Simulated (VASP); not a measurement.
A run of VASP 6.6.1:

INCAR

```
SYSTEM = Ta4O
  PREC = Accurate
  ENCUT = 520
  EDIFF = 1E-7
  ISMEAR = 0
  SIGMA = 0.15
  LREAL = .False.
  LASPH = .True.
  NELM = 60
  ALGO = Normal
  ISIF = 2
  LWAVE = .False.
  LCHARG = .False.
  GGA = PS
  NBANDS = 33
```

File KPOINTS:

```
regular mesh
0
Gamma
  14 14 8
  0 0 0
```

POSCAR

```
Ta4O
1.0
    3.2109380109      0.0000000000      0.0000000000
    0.0000000000      3.2109380109      0.0000000000
    0.0000000000      0.0000000000      7.5255329611
Ta O
4 1
Direct
    0.0000000000      0.0000000000      0.5000000000
    0.5000000000      0.5000000000      0.7827832025
    0.5000000000      0.5000000000      0.2172167975
    0.0000000000      0.0000000000      0.0000000000
    0.5000000000      0.5000000000      0.5000000000
```

Potentials or basis: VASP PAW PBE potentials, release 64 (Ta_pv, O).

The run is started by

```bash
$ cat potpaw_PBE.64/Ta_pv/POTCAR potpaw_PBE.64/O/POTCAR > POTCAR
$ mpirun -np 1 vasp_std > vasp.out
```

Hardware: 1 thread of Intel(R) Xeon(R) Platinum 8375C CPU @ 2.90GHz (Ice Lake), with other jobs on the host.

Q: How long does it take, and how much memory?

A: Wall time 7.8 min on 1 thread of Intel(R) Xeon(R) Platinum 8375C CPU @ 2.90GHz (Ice Lake), on a shared host, peak memory 0.45 GiB. Counts: scf iterations 17, k points 180.
